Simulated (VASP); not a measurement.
# WSe2 (P6_3/mmc) in VASP: a series of runs

The runs below take WSe2 through single point, with PBE.

Program: VASP 6.6.1. These are calculated values, not measurements. Logs are shortened: lines on timing, memory, paths and dates and some standing lists are left out, and cuts for length are marked.

### 1 The cell of the first run

The structure is hexagonal, space group P6_3/mmc (No. 194). Conventional cell: a = 3.346 Å, b = 3.346 Å, c = 14.593 Å, α = 90.00°, β = 90.00°, γ = 120.00°. W (site symmetry -6m2) has 6 Se at 2.55 Å and 6 W at 3.35 Å within 3.4 Å. Within 3.4 Å of Se (site symmetry 3m) lie 3 W at 2.55 Å and 7 Se at 3.32 to 3.35 Å.

### 2 Single point, PBE (uniaxial strain along c: -3.0 %)

File INCAR:

```
SYSTEM = WSe2
ALGO = Normal
EDIFF = 1E-7
ENCUT = 520
GGA = PE
ISIF = 2
ISMEAR = 0
LASPH = .TRUE.
LCHARG = .FALSE.
LREAL = .FALSE.
LWAVE = .FALSE.
NBANDS = 35
NELM = 60
PREC = Accurate
SIGMA = 0.02
```

File KPOINTS:

```
k-points
0
G
  12 12 2
  0 0 0
```

File POSCAR:

```
WSe2
1.0
    3.3458940536      0.0000000000      0.0000000000
   -1.6729470268      2.8976292488      0.0000000000
    0.0000000000      0.0000000000     14.5925122436
W Se
2 4
Direct
    0.6666666669      0.3333333331      0.7500000000
    0.3333333331      0.6666666669      0.2500000000
    0.3333333335      0.6666666665      0.8638087006
    0.6666666665      0.3333333335      0.3638087006
    0.3333333335      0.6666666665      0.6361912994
    0.6666666665      0.3333333335      0.1361912994
```

Potentials or basis: VASP PAW PBE potentials, release 64 (W_sv, Se).

On the command line:

```
> cat potpaw_PBE.64/W_sv/POTCAR potpaw_PBE.64/Se/POTCAR > POTCAR
> mpirun -np 1 vasp_std > vasp.out
```

OUTCAR:

```text
SYSTEM = WSe2
   EDIFF = 1E-7
   ENCUT = 520
   GGA = PE
   ISIF = 2
   ISMEAR = 0
   LASPH = .TRUE.
   LREAL = .FALSE.
   NELM = 60
   PREC = Accurate

 ion  position               nearest neighbor table
   1  0.667  0.333  0.750-   3 2.55   5 2.55   3 2.55   5 2.55   3 2.55   5 2.55
   2  0.333  0.667  0.250-   4 2.55   6 2.55   4 2.55   6 2.55   4 2.55   6 2.55
   3  0.333  0.667  0.864-   1 2.55   1 2.55   1 2.55
   4  0.667  0.333  0.364-   2 2.55   2 2.55   2 2.55
   5  0.333  0.667  0.636-   1 2.55   1 2.55   1 2.55
   6  0.667  0.333  0.136-   2 2.55   2 2.55   2 2.55

  LATTYP: Found a hexagonal cell.
 ALAT       =     3.3458940536
 C/A-ratio  =     4.3613192796

  Lattice vectors:

 A1 = (   3.3458940536,   0.0000000000,   0.0000000000)
 A2 = (  -1.6729470268,   2.8976292488,   0.0000000000)
 A3 = (   0.0000000000,   0.0000000000,  14.5925122436)

Analysis of symmetry for initial positions (statically):
=====================================================================
 Subroutine PRICEL returns:
 Original cell was already a primitive cell.

 Routine SETGRP: Setting up the symmetry group for a
 hexagonal supercell.

 Subroutine GETGRP returns: Found 24 space group operations
 (whereof 12 operations were pure point group operations)
 out of a pool of 24 trial point group operations.

The static configuration has the point symmetry D_3d.
 The point group associated with its full space group is D_6h.

Analysis of symmetry for dynamics (positions and initial velocities):
=====================================================================
 Subroutine PRICEL returns:
 Original cell was already a primitive cell.

 Routine SETGRP: Setting up the symmetry group for a
 hexagonal supercell.

 Subroutine GETGRP returns: Found 24 space group operations
 (whereof 12 operations were pure point group operations)
 out of a pool of 24 trial point group operations.

The dynamic configuration has the point symmetry D_3d.
 The point group associated with its full space group is D_6h.

 Subroutine INISYM returns: Found 24 space group operations
 (whereof 12 operations are pure point group operations),
 and found     1 'primitive' translations

----------------------------------------------------------------------------------------

                                     Primitive cell

  volume of cell :     141.4767

  direct lattice vectors                    reciprocal lattice vectors
     3.345894054  0.000000000  0.000000000     0.298873779  0.172554857  0.000000000
    -1.672947027  2.897629249  0.000000000     0.000000000  0.345109714  0.000000000
     0.000000000  0.000000000 14.592512244     0.000000000  0.000000000  0.068528296

  length of vectors
     3.345894054  3.345894054 14.592512244     0.345109714  0.345109714  0.068528296

  position of ions in fractional coordinates (direct lattice)
     0.666666667  0.333333333  0.750000000
     0.333333333  0.666666667  0.250000000
     0.333333334  0.666666666  0.863808701
     0.666666666  0.333333334  0.363808701
     0.333333334  0.666666666  0.636191299
     0.666666666  0.333333334  0.136191299

  ion indices of the primitive-cell ions
   primitive index   ion index
                 1           1
                 2           2
                 3           3
                 4           4
                 5           5
                 6           6

----------------------------------------------------------------------------------------

 KPOINTS: k-points

Automatic generation of k-mesh.
 Grid dimensions read from file:
 generate k-points for:   12   12    2

 Generating k-lattice:

  Cartesian coordinates                     Fractional coordinates (reciprocal lattice)
     0.024906148  0.014379571  0.000000000     0.083333333  0.000000000  0.000000000
     0.000000000  0.028759143  0.000000000     0.000000000  0.083333333  0.000000000
     0.000000000  0.000000000  0.034264148     0.000000000  0.000000000  0.500000000

  Length of vectors
     0.028759143  0.028759143  0.034264148

  Shift w.r.t. Gamma in fractional coordinates (k-lattice)
     0.000000000  0.000000000  0.000000000

 Subroutine IBZKPT returns following result:
 ===========================================

 Found     38 irreducible k-points:

 Following reciprocal coordinates:
            Coordinates               Weight
  0.000000  0.000000  0.000000      1.000000
  0.083333  0.000000  0.000000      6.000000
  0.166667  0.000000  0.000000      6.000000
  0.250000  0.000000  0.000000      6.000000
  0.333333  0.000000  0.000000      6.000000
  0.416667  0.000000  0.000000      6.000000
[... 16 lines left out ...]
  0.250000  0.000000  0.500000      6.000000
  0.333333  0.000000  0.500000      6.000000
 [... further k-points ...]
   k-points           NKPTS =     38   k-points in BZ     NKDIM =     38   number of bands    NBANDS=     35
   number of dos      NEDOS =    301   number of ions     NIONS =      6
[... 53 lines left out ...]
   NGX = 13   NGY = 13   NGZ = 55

 number of electron      52.0000001 magnetization

 Free energy of the ion-electron system (eV)
  ---------------------------------------------------
  ext. energy  EPLUGINS =         0.00000000
  ---------------------------------------------------
  free energy    TOTEN  =       -43.24299489 eV

  energy without entropy =      -43.24299489  energy(sigma->0) =      -43.24299489

 E-fermi :   4.8071     XC(G=0):  -9.7461

 val. band max:        4.4983995808   @ k =   0.0000   0.0000   0.0000
 cond. band min:       5.8303945471   @ k =   0.3333   0.3333   0.5000
 fundamental gap:      1.3319949663
 Fermi energy:         4.8070795311

 k-point     1 :       0.0000    0.0000    0.0000
  band No.  band energies     occupation
      1     -69.6937      2.00000
      2     -69.6937      2.00000
      3     -33.8992      2.00000
      4     -33.8992      2.00000
      5     -33.8228      2.00000
      6     -33.8228      2.00000
[... 27 lines left out ...]
     34       7.4666      0.00000
     35       8.6909      0.00000

 k-point     2 :       0.0833    0.0000    0.0000
  band No.  band energies     occupation
      1     -69.6932      2.00000
      2     -69.6932      2.00000
      3     -33.8967      2.00000
      4     -33.8967      2.00000
      5     -33.8359      2.00000
      6     -33.8359      2.00000
[... 27 lines left out ...]
     34       7.4329      0.00000
     35       9.2804      0.00000

 k-point     3 :       0.1667    0.0000    0.0000
  band No.  band energies     occupation
      1     -69.6917      2.00000
      2     -69.6917      2.00000
      3     -33.8899      2.00000
      4     -33.8899      2.00000
      5     -33.8715      2.00000
      6     -33.8715      2.00000
[... 27 lines left out ...]
     34       7.8499      0.00000
     35      10.1048      0.00000

 k-point     4 :       0.2500    0.0000    0.0000
  band No.  band energies     occupation
      1     -69.6897      2.00000
      2     -69.6897      2.00000
      3     -33.9197      2.00000
      4     -33.9197      2.00000
      5     -33.8807      2.00000
      6     -33.8807      2.00000
[... 27 lines left out ...]
     34       8.2793      0.00000
     35      10.4828      0.00000

 k-point     5 :       0.3333    0.0000    0.0000
  band No.  band energies     occupation
      1     -69.6877      2.00000
      2     -69.6877      2.00000
      3     -33.9676      2.00000
      4     -33.9676      2.00000
      5     -33.8714      2.00000
      6     -33.8714      2.00000
[... 638 lines left out ...]
 k-point    22 :       0.1667    0.0000    0.5000
  band No.  band energies     occupation
      1     -69.6917      2.00000
      2     -69.6917      2.00000
      3     -33.8899      2.00000
      4     -33.8899      2.00000
      5     -33.8715      2.00000
      6     -33.8715      2.00000
[... 27 lines left out ...]
     34       7.8295      0.00000
     35      10.4530      0.00000

 k-point    23 :       0.2500    0.0000    0.5000
  band No.  band energies     occupation
      1     -69.6897      2.00000
      2     -69.6897      2.00000
      3     -33.9197      2.00000
      4     -33.9197      2.00000
      5     -33.8807      2.00000
      6     -33.8807      2.00000
[... 27 lines left out ...]
     34       8.2436      0.00000
     35      10.7772      0.00000

 k-point    24 :       0.3333    0.0000    0.5000
  band No.  band energies     occupation
      1     -69.6878      2.00000
      2     -69.6878      2.00000
      3     -33.9676      2.00000
      4     -33.9676      2.00000
      5     -33.8714      2.00000
      6     -33.8714      2.00000
[... 27 lines left out ...]
     34       8.5405      0.00000
     35      10.3049      0.00000

 [... further k-points ...]

------------------------ aborting loop because EDIFF is reached ----------------------------------------

  FORCE on cell =-STRESS in cart. coord.  units (eV):
  Direction    XX          YY          ZZ          XY          YZ          ZX
  --------------------------------------------------------------------------------------
  -------------------------------------------------------------------------------------
  Total       -0.6994504     -0.6994504      1.2882681      0.0000000     -0.0000000      0.0000000
  in kB       -7.9210438     -7.9210438     14.5892099      0.0000000     -0.0000000      0.0000000
  external PRESSURE =      -0.4176259 kB  Pullay stress =       0.0000000 kB

 VOLUME and BASIS-vectors are now :
 -----------------------------------------------------------------------------
  energy-cutoff  :      520.00
  volume of cell :      141.48
      direct lattice vectors                 reciprocal lattice vectors
     3.345894054  0.000000000  0.000000000     0.298873779  0.172554857  0.000000000
    -1.672947027  2.897629249  0.000000000     0.000000000  0.345109714  0.000000000
     0.000000000  0.000000000 14.592512244     0.000000000  0.000000000  0.068528296

 POSITION                                       TOTAL-FORCE (eV/Angst)
 -----------------------------------------------------------------------------------
      1.67295      0.96588     10.94438        -0.000000      0.000000      0.000000
     -0.00000      1.93175      3.64813         0.000000     -0.000000      0.000000
      0.00000      1.93175     12.60514         0.000000     -0.000000      0.181805
      1.67295      0.96588      5.30888        -0.000000      0.000000      0.181805
      0.00000      1.93175      9.28363         0.000000     -0.000000     -0.181805
      1.67295      0.96588      1.98737        -0.000000      0.000000     -0.181805
 -----------------------------------------------------------------------------------
    total drift:                               -0.000001      0.000000     -0.000000

  FREE ENERGIE OF THE ION-ELECTRON SYSTEM (eV)
  ---------------------------------------------------
  free  energy   TOTEN  =       -43.2429948887 eV

  energy  without entropy=      -43.2429948887  energy(sigma->0) =      -43.24299489
```

Run time: 7.4 min. Hardware: 1 thread of Intel Xeon 8259CL, shared host; peak memory 0.38 GiB.

What came out:

```yaml
Free_energy: -43.2430 eV
Pressure: 0.0 GPa
Largest_force: 0.182 eV/Å
Band_gap_on_the_k_mesh: 1.33 eV (least direct gap 1.41 eV)
```

Forces in eV/Å, atoms in the order of the input:
```
W    0.000  0.000  0.000
W    0.000  0.000  0.000
Se   0.000  0.000  0.182
Se   0.000  0.000  0.182
Se   0.000  0.000 -0.182
Se   0.000  0.000 -0.182
```

Levels at points of the mesh, in eV from the valence-band top:
```tsv
k point	band 23	band 24	band 25	band 26	band 27	band 28	band 29	band 30
(0.00, 0.00, 0.00)	-1.42	-1.42	-0.56	0.00	2.74	2.74	2.75	2.75
(0.50, 0.00, 0.00)	-1.16	-1.11	-1.07	-1.03	2.15	2.16	2.50	2.59
(0.00, 0.00, 0.50)	-1.42	-1.42	-0.19	-0.19	2.75	2.75	2.75	2.75
(0.50, 0.00, 0.50)	-1.13	-1.13	-1.05	-1.05	2.15	2.15	2.55	2.55
```

Caveat: the cell differs from its parent crystal (uniaxial strain along c: -3.0 %); spin-orbit coupling is left out, which moves the levels of the heavy elements; this functional lacks dispersion, which binds the layers, so the pressure and a relaxed spacing across them are unreliable. A k mesh can miss the band edges.

### 3 Single point, PBE (uniaxial strain along c: -1.0 %, then relaxed in part)

File INCAR:

```
SYSTEM = WSe2
  ALGO = Normal
  EDIFF = 1E-6
  ENCUT = 520
  GGA = PE
  ISIF = 2
  ISMEAR = 0
  LASPH = .TRUE.
  LCHARG = .FALSE.
  LREAL = .FALSE.
  LWAVE = .FALSE.
  NBANDS = 35
  NELM = 100
  PREC = Accurate
  SIGMA = 0.02
```

KPOINTS is that of step 2.

File POSCAR:

```
WSe2
1.0
    3.3211038205      0.0000000000      0.0000000000
   -1.6605519103      2.8761602771      0.0000000000
    0.0000000000      0.0000000000     14.8933887847
W Se
2 4
Direct
    0.6666666458      0.3333333542      0.7500000000
    0.3333333542      0.6666666458      0.2500000000
    0.3333333126      0.6666666874      0.8626682449
    0.6666666874      0.3333333126      0.3626682449
    0.3333333126      0.6666666874      0.6373317551
    0.6666666874      0.3333333126      0.1373317551
```

Potentials or basis: VASP PAW PBE potentials, release 64 (W_sv, Se).

On the command line:

```
> cat potpaw_PBE.64/W_sv/POTCAR potpaw_PBE.64/Se/POTCAR > POTCAR
> mpirun -np 1 vasp_std > vasp.out
```

Wall time 5.5 min (1 thread of Intel Xeon 8259CL, shared host); peak memory 0.38 GiB.

It converged, with:

| Item | Value |
| --- | --- |
| Free energy | -43.2558 eV |
| Pressure | 0.3 GPa |
| Largest force | 0.044 eV/Å |
| Band gap on the k mesh | 1.44 eV (least direct gap 1.52 eV) |

Forces in eV/Å, atoms in the order of the input:
```
W    0.000  0.000  0.000
W    0.000  0.000  0.000
Se   0.000  0.000  0.044
Se   0.000  0.000  0.044
Se   0.000  0.000 -0.044
Se   0.000  0.000 -0.044
```

Stress tensor (GPa, compression positive):
```
0.22 0.00 0.00
0.00 0.22 0.00
0.00 0.00 0.37
```

Levels at points of the mesh, in eV from the valence-band top:
| k point | band 23 | band 24 | band 25 | band 26 | band 27 | band 28 | band 29 | band 30 |
| --- | --- | --- | --- | --- | --- | --- | --- | --- |
| (0.00, 0.00, 0.00) | -1.26 | -1.26 | -0.59 | -0.06 | 2.86 | 2.86 | 2.87 | 2.87 |
| (0.50, 0.00, 0.00) | -1.02 | -1.00 | -1.00 | -0.96 | 2.31 | 2.32 | 2.63 | 2.74 |
| (0.00, 0.00, 0.50) | -1.26 | -1.26 | -0.25 | -0.25 | 2.87 | 2.87 | 2.87 | 2.87 |
| (0.50, 0.00, 0.50) | -1.01 | -1.01 | -0.98 | -0.98 | 2.32 | 2.32 | 2.69 | 2.69 |

Caveat: the cell differs from its parent crystal (uniaxial strain along c: -1.0 %, then relaxed in part); spin-orbit coupling is left out, which moves the levels of the heavy elements; this functional lacks dispersion, which binds the layers, so the pressure and a relaxed spacing across them are unreliable.

### 4 Single point, PBE (uniaxial strain along c: -2.0 %)

File INCAR:

```
SYSTEM = WSe2
PREC = Accurate ; ENCUT = 520
EDIFF = 1E-6 ; ISMEAR = 0
SIGMA = 0.02 ; LREAL = .FALSE.
LASPH = .TRUE. ; NELM = 60
ALGO = Normal ; ISIF = 2
LWAVE = .FALSE. ; LCHARG = .FALSE.
GGA = PE ; NBANDS = 35
```

File KPOINTS:

```
regular mesh
0
G
  12 12 2
  0 0 0
```

Changes to POSCAR since step 3:

```diff
@@ -2,5 +2,5 @@
 1.0
-    3.3211038205      0.0000000000      0.0000000000
-   -1.6605519103      2.8761602771      0.0000000000
-    0.0000000000      0.0000000000     14.8933887847
+    3.3375915869      0.0000000000      0.0000000000
+   -1.6687957935      2.8904391018      0.0000000000
+    0.0000000000      0.0000000000     14.7429505142
 W Se
```

On the command line:

```
> cat potpaw_PBE.64/W_sv/POTCAR potpaw_PBE.64/Se/POTCAR > POTCAR
> mpirun -np 1 vasp_std > vasp.out
```

Run time: 8.6 min. Hardware: 1 thread of Intel Xeon 8259CL, shared host; peak memory 0.38 GiB.

Results (log left out):

| Quantity | Value |
| --- | --- |
| Free energy | -43.2462 eV |
| Pressure | 0.5 GPa |
| Largest force | 0.231 eV/Å |
| Band gap on the k mesh | 1.39 eV (least direct gap 1.44 eV) |

Forces on the atoms (eV/Å):
```
W    0.000  0.000  0.000
W    0.000  0.000  0.000
Se   0.000  0.000  0.231
Se   0.000  0.000  0.231
Se   0.000  0.000 -0.231
Se   0.000  0.000 -0.231
```

Stress tensor (GPa, compression positive):
```
-0.20  0.00  0.00
 0.00 -0.20  0.00
 0.00  0.00  1.78
```

Levels at points of the mesh, in eV from the valence-band top:
```
           k point  band 22  band 23  band 24  band 25  band 26  band 27  band 28  band 29  band 30  band 31
(0.00, 0.00, 0.00)    -1.38    -1.37    -1.37    -0.54     0.00     2.80     2.80     2.81     2.81     2.99
(0.50, 0.00, 0.00)    -2.10    -1.10    -1.07    -1.04    -1.01     2.21     2.22     2.56     2.65     3.38
(0.00, 0.00, 0.50)    -1.38    -1.38    -1.38    -0.19    -0.19     2.80     2.80     2.80     2.80     3.01
(0.50, 0.00, 0.50)    -2.12    -1.09    -1.09    -1.03    -1.03     2.21     2.21     2.61     2.61     3.59
```

Caveat: the cell differs from its parent crystal (uniaxial strain along c: -2.0 %); spin-orbit coupling is left out, which moves the levels of the heavy elements; this functional lacks dispersion, which binds the layers, so the pressure and a relaxed spacing across them are unreliable. A k mesh can miss the band edges.

### 5 Overview

| cell | gap on the mesh (eV) | pressure (GPa) | largest force (eV/Å) |
| --- | --- | --- | --- |
| a = 3.346, b = 3.346, c = 14.593 Å, angles 90.0, 90.0, 120.0°, 6 atoms, atomic positions A | 1.33 | 0.0 | 0.18 |
| a = 3.321, b = 3.321, c = 14.893 Å, angles 90.0, 90.0, 120.0°, 6 atoms, atomic positions B | 1.44 | 0.3 | 0.04 |
| a = 3.338, b = 3.338, c = 14.743 Å, angles 90.0, 90.0, 120.0°, 6 atoms, atomic positions B | 1.39 | 0.5 | 0.23 |

Alike in all rows: task single point; level PBE; potentials or basis VASP PAW PBE potentials, release 64 (W_sv, Se); no spin polarisation; k mesh 12 × 12 × 2; cutoff (eV) 520; smearing gaussian 0.02 eV.

Caveats: spin-orbit coupling is left out, which moves the levels of the heavy elements; this functional lacks dispersion, which binds the layers, so the pressure and a relaxed spacing across them are unreliable.

Absolute energies hang on the potentials; compare differences alone.
